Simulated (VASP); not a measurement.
Ir:

```
CELL_PARAMETERS angstrom
0.00000 2.53803 2.53803
2.53803 0.00000 2.53803
2.53803 2.53803 0.00000
ATOMIC_POSITIONS crystal
Ir 0.50000 0.50000 0.50000
Ir 0.75000 0.75000 0.75000
```

```yaml
Program: VASP 6.6.1
Task: relaxation of cell and atoms
Functional: PBEsol
Potentials_or_basis: VASP PAW PBE potentials, release 64 (Ir)
Cutoff: 600 eV
k_mesh: 6 × 6 × 6
Occupations: gaussian, width 0.1 eV
Spin: no spin polarisation
```

At the start: pressure 86.4 GPa; volume 16.35 Å³/atom.

How do energy, volume and symmetry change on relaxing?

Over 7 steps the energy falls by 974.1 meV/atom and the volume is 20.88 Å³/atom (+27.7 %); space group Fd-3m (No. 227, to 0.05 Å).

Step by step:
```tsv
step	energy change (eV)	largest force (eV/Å)	pressure (GPa)	volume (Å³)
1	0.0000	0.0000	86.39	32.70
2	5.8725	0.0000	-19.04	94.67
3	1.4648	0.0000	-28.97	65.35
4	-1.1642	0.0000	-23.95	50.44
5	-1.9378	0.0000	4.15	40.93
6	-1.9469	0.0000	-1.35	42.03
7	-1.9481	0.0000	-0.04	41.76
```

Final structure:
```
Ir
1.0
     0.00000    2.75355    2.75355
     2.75355    0.00000    2.75355
     2.75355    2.75355    0.00000
Ir
2
Cartesian
  2.7536 2.7536 2.7536
  4.1303 4.1303 4.1303
```

Caveat: the volume moved by over 15 % at a fixed basis, so the end points are rough; the PAW data sets were made with another functional, which shifts forces and pressure a little.
